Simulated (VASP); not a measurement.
A run of VASP 6.6.1:

The input INCAR:

```
SYSTEM = Ti
  PREC = Accurate
  ENCUT = 520
  EDIFF = 1E-6
  ISMEAR = 0
  SIGMA = 0.1
  LREAL = .FALSE.
  LASPH = .TRUE.
  NELM = 60
  ALGO = Fast
  ISIF = 2
  LWAVE = .FALSE.
  LCHARG = .TRUE.
  GGA = PS
  LELF = .TRUE.
  LVHAR = .TRUE.
  NBANDS = 19
```

File KPOINTS:

```
Automatic mesh
0
G
  24 24 12
  0 0 0
```

The input POSCAR:

```
Ti
1.0
    2.9004352004      0.0000000000      0.0000000000
   -1.4502176002      2.5118505656      0.0000000000
    0.0000000000      0.0000000000      4.5450805424
Ti
2
Direct
    0.3333333333      0.6666666667      0.2500000000
    0.6666666667      0.3333333333      0.7500000000
```

Potentials or basis: VASP PAW PBE potentials, release 64 (Ti_sv).

Launch:

```sh
$ cat potpaw_PBE.64/Ti_sv/POTCAR > POTCAR
$ mpirun -np 1 vasp_std > vasp.out
```

Hardware: 1 thread of Intel Xeon 8259CL (shared host).

**Question.** How long does it take, and how much memory?

**Answer.** Wall time 17 min on 1 thread of Intel Xeon 8259CL, with other jobs on the host, peak memory 0.33 GiB. Counts: scf iterations 36, k points 427.
